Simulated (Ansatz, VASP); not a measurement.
# Ni: VASP beside Ansatz

```xyz
1
Lattice="-1.3837 1.3837 1.3837 1.3837 -1.3837 1.3837 1.3837 1.3837 -1.3837" Properties=species:S:1:pos:R:3 pbc="T T T"
Ni    0.0000    0.0000    0.0000
```

Alike in both runs: task single point; functional LDA; k mesh 13 × 13 × 13; occupations fermi-dirac, width 0.05 eV; collinear spin.

```csv
,VASP,Ansatz
version,VASP 6.6.1,Ansatz 0.2.0
potentials or method,"VASP PAW LDA potentials, release 64 (Ni), cutoff 520 eV","all-electron LAPW, scalar-relativistic"
```

Ansatz gave:

```
gap on the k mesh at the Fermi level (eV)                     : none
pressure (GPa)                                                : -10.3
net moment per atom (μB)                                      : 0.55
size of the moment on the site where the two differ most (μB) : 0.56
```

Problem. Which values does VASP return?

Solution. gap on the k mesh at the Fermi level (eV): none; pressure (GPa): -10.9; net moment per atom (μB): 0.40; size of the moment on the site where the two differ most (μB): 0.40.

The net moments are unlike, so the other rows may belong to different states. LDA's correlation is that of Perdew and Zunger in VASP and of Perdew and Wang (1992) in Ansatz. Site moments also hang on the region over which each program counts them. A gap of «none» marks a metal or a gap that the smearing closes. Ansatz ran all-electron here, and VASP with PAW potentials.
